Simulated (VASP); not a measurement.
# Sb (Fd-3m) in VASP: density of states with PBEsol

Aim: the density of states of Sb with PBEsol.

Everything below comes from runs of VASP 6.6.1. Logs are shortened: lines on timing, memory, paths and dates and some standing lists are left out, and cuts for length are marked.

## Step 1: The cell of the first run

Symmetry: Fd-3m, No. 227, cubic system. Conventional cell: a = 6.506 Å, b = 6.506 Å, c = 6.506 Å, α = 90.00°, β = 90.00°, γ = 90.00°. Within 3.7 Å of Sb (site symmetry -43m) lie 4 Sb at 2.82 Å.

## Step 2: Density of states, PBEsol (volume scaled by 0.85)

File POSCAR:

```
Sb
1.0
    0.0000000000      3.2531631178      3.2531631178
    3.2531631178      0.0000000000      3.2531631178
    3.2531631178      3.2531631178      0.0000000000
Sb
2
Direct
   -0.1250000000     -0.1250000000     -0.1250000000
    0.1250000000      0.1250000000      0.1250000000
```

File INCAR.step1:

```
SYSTEM = Sb
  PREC = Accurate
  ENCUT = 400
  EDIFF = 1E-6
  ISMEAR = -1
  SIGMA = 0.1
  LREAL = .False.
  LASPH = .True.
  NELM = 120
  ALGO = Normal
  ISIF = 2
  LWAVE = .False.
  LCHARG = .True.
  GGA = PS
  NBANDS = 12
  GGA_COMPAT = .False.
  NEDOS = 2001
  LORBIT = 11
```

File KPOINTS.step1:

```
Automatic mesh
0
Gamma
  10 10 10
  0 0 0
```

File INCAR.step2:

```
SYSTEM = Sb
  PREC = Accurate
  ENCUT = 400
  EDIFF = 1E-6
  ISMEAR = -5
  SIGMA = 0.1
  LREAL = .False.
  LASPH = .True.
  NELM = 120
  ALGO = Normal
  ISIF = 2
  LWAVE = .False.
  LCHARG = .False.
  GGA = PS
  LORBIT = 11
  NEDOS = 2001
  ICHARG = 11
  GGA_COMPAT = .False.
```

File KPOINTS.step2:

```
Automatic mesh
0
Gamma
  15 15 15
  0 0 0
```

Potentials or basis: VASP PAW PBE potentials, release 64 (Sb).

On the command line:

```
$ cat potpaw_PBE.64/Sb/POTCAR > POTCAR
$ cp INCAR.step1 INCAR
$ cp KPOINTS.step1 KPOINTS
$ mpirun -np 1 vasp_std > vasp.out
$ cp INCAR.step2 INCAR
$ cp KPOINTS.step2 KPOINTS
$ mpirun -np 1 vasp_std > vasp.out
```

OUTCAR:

```text
SYSTEM = Sb
   PREC = Accurate
   ENCUT = 400
   EDIFF = 1E-6
   ISMEAR = -5
   LREAL = .False.
   LASPH = .True.
   NELM = 120
   ISIF = 2
   GGA = PS
   LORBIT = 11
   ICHARG = 11

 ion  position               nearest neighbor table
   1  0.875  0.875  0.875-   2 2.82   2 2.82   2 2.82   2 2.82
   2  0.125  0.125  0.125-   1 2.82   1 2.82   1 2.82   1 2.82

  LATTYP: Found a face centered cubic cell.
 ALAT       =     6.5063262356

  Lattice vectors:

 A1 = (   0.0000000000,   3.2531631178,   3.2531631178)
 A2 = (   3.2531631178,   0.0000000000,   3.2531631178)
 A3 = (   3.2531631178,   3.2531631178,   0.0000000000)

Analysis of symmetry for initial positions (statically):
=====================================================================
 Subroutine PRICEL returns:
 Original cell was already a primitive cell.

 Routine SETGRP: Setting up the symmetry group for a
 face centered cubic supercell.

 Subroutine GETGRP returns: Found 48 space group operations
 (whereof 12 operations were pure point group operations)
 out of a pool of 48 trial point group operations.

The static configuration has the point symmetry D_3d.
 The point group associated with its full space group is O_h .

Analysis of symmetry for dynamics (positions and initial velocities):
=====================================================================
 Subroutine PRICEL returns:
 Original cell was already a primitive cell.

 Routine SETGRP: Setting up the symmetry group for a
 face centered cubic supercell.

 Subroutine GETGRP returns: Found 48 space group operations
 (whereof 12 operations were pure point group operations)
 out of a pool of 48 trial point group operations.

The dynamic configuration has the point symmetry D_3d.
 The point group associated with its full space group is O_h .

 Subroutine INISYM returns: Found 48 space group operations
 (whereof 12 operations are pure point group operations),
 and found     1 'primitive' translations

----------------------------------------------------------------------------------------

                                     Primitive cell

  volume of cell :      68.8569

  direct lattice vectors                    reciprocal lattice vectors
     0.000000000  3.253163118  3.253163118    -0.153696566  0.153696566  0.153696566
     3.253163118  0.000000000  3.253163118     0.153696566 -0.153696566  0.153696566
     3.253163118  3.253163118  0.000000000     0.153696566  0.153696566 -0.153696566

  length of vectors
     4.600667402  4.600667402  4.600667402     0.266210261  0.266210261  0.266210261

  position of ions in fractional coordinates (direct lattice)
     0.875000000  0.875000000  0.875000000
     0.125000000  0.125000000  0.125000000

  ion indices of the primitive-cell ions
   primitive index   ion index
                 1           1
                 2           2

----------------------------------------------------------------------------------------

 KPOINTS: Automatic mesh

Automatic generation of k-mesh.
 Grid dimensions read from file:
 generate k-points for:   15   15   15

 Generating k-lattice:

  Cartesian coordinates                     Fractional coordinates (reciprocal lattice)
    -0.010246438  0.010246438  0.010246438     0.066666667  0.000000000  0.000000000
     0.010246438 -0.010246438  0.010246438     0.000000000  0.066666667  0.000000000
     0.010246438  0.010246438 -0.010246438     0.000000000  0.000000000  0.066666667

  Length of vectors
     0.017747351  0.017747351  0.017747351

  Shift w.r.t. Gamma in fractional coordinates (k-lattice)
     0.000000000  0.000000000  0.000000000

 TETIRR: Found    484 inequivalent tetrahedra from    20250

 Subroutine IBZKPT returns following result:
 ===========================================

 Found    120 irreducible k-points:

 Following reciprocal coordinates:
            Coordinates               Weight
  0.000000  0.000000  0.000000      1.000000
  0.066667  0.000000  0.000000      8.000000
  0.133333  0.000000  0.000000      8.000000
  0.200000  0.000000  0.000000      8.000000
  0.266667  0.000000  0.000000      8.000000
  0.333333  0.000000  0.000000      8.000000
[... 16 lines left out ...]
  0.133333  0.133333  0.000000      6.000000
  0.200000  0.133333  0.000000     24.000000
 [... further k-points ...]
   k-points           NKPTS =    120   k-points in BZ     NKDIM =    120   number of bands    NBANDS=      9
   number of dos      NEDOS =   2001   number of ions     NIONS =      2
   total plane-waves  NPLWV =  27000
   dimension x,y,z NGX =    30 NGY =   30 NGZ =   30
   dimension x,y,z NGXF=    60 NGYF=   60 NGZF=   60
   ions per type =               2
   NGX,Y,Z   is equivalent  to a cutoff of  10.84, 10.84, 10.84 a.u.
   NGXF,Y,Z  is equivalent  to a cutoff of  21.68, 21.68, 21.68 a.u.
 SYSTEM =  Sb
   PREC   = accura    normal or accurate (medium, high low for compatibility)
   ISTART =      0    job   : 0-new  1-cont  2-samecut
   ICHARG =     11    charge: 1-file 2-atom 10-const
   ISPIN  =      1    spin polarized calculation?
   LNONCOLLINEAR =      F non collinear calculations
   LSORBIT =      F    spin-orbit coupling
   LASPH  =      T    aspherical Exc in radial PAW
   ENCUT  =  400.0 eV  29.40 Ry    5.42 a.u.   7.50  7.50  7.50*2*pi/ulx,y,z
   NELM   =    120;   NELMIN=  2; NELMDL=  0     # of ELM steps
   EDIFF  = 0.1E-05   stopping-criterion for ELM
   LREAL  =      F    real-space projection
   EDIFFG = 0.1E-04   stopping-criterion for IOM
   NSW    =      0    number of steps for IOM
   IBRION =     -1    ionic relax: 0-MD 1-quasi-New 2-CG
   NFREE  =      0    steps in history (QN), initial steepest desc. (CG)
   ISIF   =      2    stress and relaxation
   ISYM   =      2    0-nonsym 1-usesym 2-fastsym
   POTIM  = 0.5000    time-step for ionic-motion
   TEBEG  =    0.0;   TEEND  =   0.0 temperature during run
   PSTRESS=    0.0 pullay stress
   NELECT =      10.0000    total number of electrons
   NUPDOWN=      -1.0000    fix difference up-down
   EMIN   =  10.00;   EMAX   =-10.00  energy-range for DOS
   EFERMI =   0.00;   METHOD = LEGACY
   ISMEAR =    -5;   SIGMA  =   0.10  broadening in eV -4-tet -1-fermi 0-gaus
   EFERMI_NEDOS =   21; number of points for ismear=-14 and -15
   IALGO  =     38    algorithm
   IMIX   =      4    mixing-type and parameters
     AMIX     =   0.40;   BMIX     =  1.00
     AMIX_MAG =   1.60;   BMIX_MAG =  1.00
  volume/ion in A,a.u.               =      34.43       232.33
  Fermi-wavevector in a.u.,A,eV,Ry     =   0.860516  1.626140 10.074950  0.740488
  Thomas-Fermi vector in A             =   1.978032
   LORBIT       =     11    0 simple, 1 ext, 2 COOP (PROOUT), +10 PAW based schemes
   GGA     = PS    functional components
   LHFCALC =     F    Hartree Fock is set to
   AEXX    =    0.0000 exact exchange contribution
   IVDW    =     0    specifies the selected vdW correction
   LEPSILON=     F    determine dielectric tensor
   LRPA    =     F    only Hartree local field effects (RPA)
 non-spin polarized calculation
 Fermi weights with tetrahedron method with Bloechl corrections
  energy-cutoff  :      400.00
  volume of cell :       68.86
 maximum number of plane-waves:      1272
 NGX is ok and might be reduce to    30

 number of electron       9.9999998 magnetization

 Free energy of the ion-electron system (eV)
  ---------------------------------------------------
  ext. energy  EPLUGINS =         0.00000000
  ---------------------------------------------------
  free energy    TOTEN  =        -8.04812955 eV

  energy without entropy =       -8.04812955  energy(sigma->0) =       -8.04812955

 E-fermi :   5.8611     XC(G=0):  -8.9152

 val. band max:        5.9268828089   @ k =   0.4667   0.3333   0.1333
 cond. band min:       5.8524096792   @ k =  -0.4000   0.4667   0.0667
 fundamental gap:     -0.0744731297
 Fermi energy:         5.8611429513

 k-point     1 :       0.0000    0.0000    0.0000
  band No.  band energies     occupation
      1      -6.9968      2.00000
      2       1.5208      2.00000
      3       3.7193      2.00000
      4       3.7193      2.00000
      5       3.7193      2.00000
      6       6.2133      0.00000
      7       6.2133      0.00000
      8       6.2133      0.00000
      9       9.6245      0.00000

 k-point     2 :       0.0667    0.0000    0.0000
  band No.  band energies     occupation
      1      -6.9579      2.00000
      2       1.2138      2.00000
      3       3.6503      2.00000
      4       3.6503      2.00000
      5       3.8403      2.00000
      6       6.3093      0.00000
      7       6.3093      0.00000
      8       6.3257      0.00000
      9       9.8274      0.00000

 k-point     3 :       0.1333    0.0000    0.0000
  band No.  band energies     occupation
      1      -6.8424      2.00000
      2       0.5282      2.00000
      3       3.4787      2.00000
      4       3.4787      2.00000
      5       3.9634      2.00000
      6       6.5510      0.00000
      7       6.5510      0.00000
      8       6.7208      0.00000
      9      10.3438      0.00000

 k-point     4 :       0.2000    0.0000    0.0000
  band No.  band energies     occupation
      1      -6.6549      2.00000
      2      -0.2722      2.00000
      3       3.2687      2.00000
      4       3.2687      2.00000
      5       3.9261      2.00000
      6       6.8429      0.00000
      7       6.8429      0.00000
      8       7.4014      0.00000
      9      10.8840      0.00000

 k-point     5 :       0.2667    0.0000    0.0000
  band No.  band energies     occupation
      1      -6.4055      2.00000
      2      -1.0690      2.00000
      3       3.0677      2.00000
      4       3.0677      2.00000
      5       3.8004      2.00000
      6       7.0973      0.00000
      7       7.0973      0.00000
      8       8.2644      0.00000
      9      11.0549      0.00000

 k-point     6 :       0.3333    0.0000    0.0000
  band No.  band energies     occupation
      1      -6.1152      2.00000
      2      -1.7946      2.00000
      3       2.9023      2.00000
      4       2.9023      2.00000
      5       3.6656      2.00000
      6       7.2653      0.00000
      7       7.2653      0.00000
      8       9.2139      0.00000
      9      10.9815      0.00000
[... 169 lines left out ...]
 k-point    21 :      -0.1333    0.0667    0.0000
  band No.  band energies     occupation
      1      -6.7533      2.00000
      2       0.1415      2.00000
      3       3.0119      2.00000
      4       3.5034      2.00000
      5       4.2461      2.00000
      6       6.5317      0.00000
      7       6.5927      0.00000
      8       7.2408      0.00000
      9      10.6854      0.00000

 k-point    22 :      -0.0667    0.0667    0.0000
  band No.  band energies     occupation
      1      -6.8933      2.00000
      2       0.8124      2.00000
      3       3.3394      2.00000
      4       3.6387      2.00000
      5       4.0791      2.00000
      6       6.3360      0.00000
      7       6.3448      0.00000
      8       6.7310      0.00000
      9      10.1353      0.00000

 k-point    23 :       0.1333    0.1333    0.0000
  band No.  band energies     occupation
      1      -6.7892      2.00000
      2       0.3488      2.00000
      3       3.1169      2.00000
      4       3.1169      2.00000
      5       4.7882      2.00000
      6       5.7578      1.26955
      7       7.0881      0.00000
      8       7.0881      0.00000
      9      10.5876      0.00000

 k-point    24 :       0.2000    0.1333    0.0000
  band No.  band energies     occupation
      1      -6.6488      2.00000
      2      -0.1883      2.00000
      3       2.8707      2.00000
      4       2.8951      2.00000
      5       5.0230      2.00000
      6       5.7417      1.39953
      7       7.4501      0.00000
      8       7.5243      0.00000
      9      10.5016      0.00000

 [... further k-points ...]
[... 5 lines left out ...]
  --------------------------------------------------------------------------------------
  -------------------------------------------------------------------------------------
  Total        3.6152473      3.6152473      3.6152473     -0.0000000     -0.0000000     -0.0000000
  in kB       84.1203506     84.1203506     84.1203506     -0.0000000     -0.0000000     -0.0000000
  external PRESSURE =      84.1203506 kB  Pullay stress =       0.0000000 kB

 VOLUME and BASIS-vectors are now :
 -----------------------------------------------------------------------------
  energy-cutoff  :      400.00
  volume of cell :       68.86
      direct lattice vectors                 reciprocal lattice vectors
     0.000000000  3.253163118  3.253163118    -0.153696566  0.153696566  0.153696566
     3.253163118  0.000000000  3.253163118     0.153696566 -0.153696566  0.153696566
     3.253163118  3.253163118  0.000000000     0.153696566  0.153696566 -0.153696566

 POSITION                                       TOTAL-FORCE (eV/Angst)
 -----------------------------------------------------------------------------------
      5.69304      5.69304      5.69304         0.000000     -0.000000     -0.000000
      0.81329      0.81329      0.81329        -0.000000      0.000000      0.000000
 -----------------------------------------------------------------------------------
    total drift:                               -0.000000      0.000000      0.000000

  FREE ENERGIE OF THE ION-ELECTRON SYSTEM (eV)
  ---------------------------------------------------
  free  energy   TOTEN  =        -8.0481295463 eV

  energy  without entropy=       -8.0481295463  energy(sigma->0) =       -8.04812955

 total charge

# of ion       s       p       d       tot
------------------------------------------
    1        1.246   1.185   0.043   2.474
    2        1.246   1.185   0.043   2.474
--------------------------------------------------
tot          2.493   2.369   0.086   4.947
```

Run time: 40 s. Hardware: 1 thread of Intel Xeon Platinum 8488C (Sapphire Rapids), shared host; peak memory 0.18 GiB.

Results:

```yaml
Valence_electrons_inside_the_program's_atomic_spheres: Sb 2.47
```

Caveat: the PAW data sets were made with another functional, which shifts forces and pressure a little; spin-orbit coupling is left out, which moves the levels of the heavy elements; tetrahedron occupations give inexact forces and stress in metals.
